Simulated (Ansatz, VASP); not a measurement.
Given: the input of a run of Ansatz 0.2.0 on TiB2.

File input.yaml:

```yaml
crystal:
  lattice:
    - [3.0690624661, 0.0, 0.0]
    - [-1.534531233, 2.6578860614, 0.0]
    - [0.0, 0.0, 3.2708838193]
  atoms:
    - { symbol: Ti, position: [0.0, 0.0, 0.0] }
    - { symbol: B, position: [0.6666666667, 0.3333333333, 0.5] }
    - { symbol: B, position: [0.3333333333, 0.6666666667, 0.5] }
kpoints:
  mp_grid: { grid: [10, 10, 8] }
scf:
  occupations: { method: fermi_dirac, width: 0.05 }
hamiltonian:
  xc: lda
  pseudopotentials: { kind: all_electron, lapw: { basis_error: 0.002 } }
output:
  forces: true
  stress: true
  eigenvalues: true
```

Potentials or basis: all-electron LAPW, scalar-relativistic.

Run with:

```sh
$ ansatz run input.yaml --threads 2 --pin off --max-ram 8192MiB --backend cpu --events-out ev --progress --plain --runs-dir out
```

Translate it to VASP 6.6.1. Potentials there: VASP PAW LDA potentials, release 64 (Ti_sv, B).

As run (the cutoff follows the program's own potentials):

INCAR

```
SYSTEM = TiB2
PREC     = Accurate       ! precision mode
ENCUT    = 520            ! plane-wave cutoff, eV
EDIFF    = 1E-6           ! SCF threshold, eV
ISMEAR   = -1             ! smearing method
SIGMA    = 0.05           ! smearing width, eV
LREAL    = .False.        ! projectors in reciprocal space
LASPH    = .True.         ! aspherical terms in the spheres
NELM     = 100            ! most SCF steps
ALGO     = Normal         ! electronic algorithm
ISIF     = 2              ! what is computed and relaxed
LWAVE    = .False.        ! write WAVECAR
LCHARG   = .False.        ! write CHGCAR
NBANDS   = 16             ! bands
```

The input KPOINTS:

```
regular mesh
0
Gamma
  10 10 8
  0 0 0
```

File POSCAR:

```
TiB2
1.0
    3.0690624661      0.0000000000      0.0000000000
   -1.5345312330      2.6578860614      0.0000000000
    0.0000000000      0.0000000000      3.2708838193
Ti B
1 2
Direct
    0.0000000000      0.0000000000      0.0000000000
    0.6666666667      0.3333333333      0.5000000000
    0.3333333333      0.6666666667      0.5000000000
```

Potentials or basis: VASP PAW LDA potentials, release 64 (Ti_sv, B).

Command:

```console
$ cat potpaw_LDA.64/Ti_sv/POTCAR potpaw_LDA.64/B/POTCAR > POTCAR
$ mpirun -np 1 vasp_std > vasp.out
```

Both were run:

|  | VASP | Ansatz | Ansatz less VASP |
| --- | --- | --- | --- |
| gap on the k mesh at the Fermi level (eV) | none | none | - |
| pressure (GPa) | -19.3 | -19.8 | -0.48 |
| traceless stress, the component that is largest in VASP (GPa) | 0.66 | 0.70 | +0.034 |

LDA's correlation is that of Perdew and Zunger in VASP and of Perdew and Wang (1992) in Ansatz. A gap of «none» marks a metal or a gap that the smearing closes. Ansatz ran all-electron here, and VASP with PAW potentials.
